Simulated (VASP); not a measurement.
Runs of VASP 6.6.1 on PbS. The structure is that of space group P4/mmm (No. 123), or close to it. The cells are those of the table. 

```csv
cell,gap on the mesh (eV),pressure (GPa)
"a = 3.654, b = 3.654, c = 3.288 Å, 2 atoms",none,3.5
"a = 3.654, b = 3.654, c = 4.019 Å, 2 atoms",none,-7.1
"a = 3.654, b = 3.654, c = 3.928 Å, 2 atoms",none,(a)
"a = 3.654, b = 3.654, c = 3.973 Å, 2 atoms",none,-6.8
"a = 3.654, b = 3.654, c = 3.380 Å, 2 atoms",none,(b)
```

Alike in all rows: task single point; level PBEsol; potentials or basis VASP PAW PBE potentials, release 64 (Pb_d, S); no spin polarisation; k mesh 14 × 14 × 14; cutoff (eV) 520; smearing gaussian 0.15 eV.

Task: Fill in the values left out.

Result: (a) -6.4; (b) 1.3.

Caveats: the PAW data sets were made with another functional, which shifts forces and pressure a little; spin-orbit coupling is left out, which moves the levels of the heavy elements; semilocal functionals underestimate gaps, and a narrow one can read as zero (at least some runs); the stress differs along the axes, from 1 to 9 GPa (at least some runs); the stress differs along the axes, from -12 to -5 GPa (at least some runs); the stress differs along the axes, from -10 to -5 GPa (at least some runs); the stress differs along the axes, from -11 to -5 GPa (at least some runs).

A k mesh can miss the band edges, and the runs leave out spin-orbit coupling on Pb.

A gap of «none» marks levels without a gap at the run's occupations.
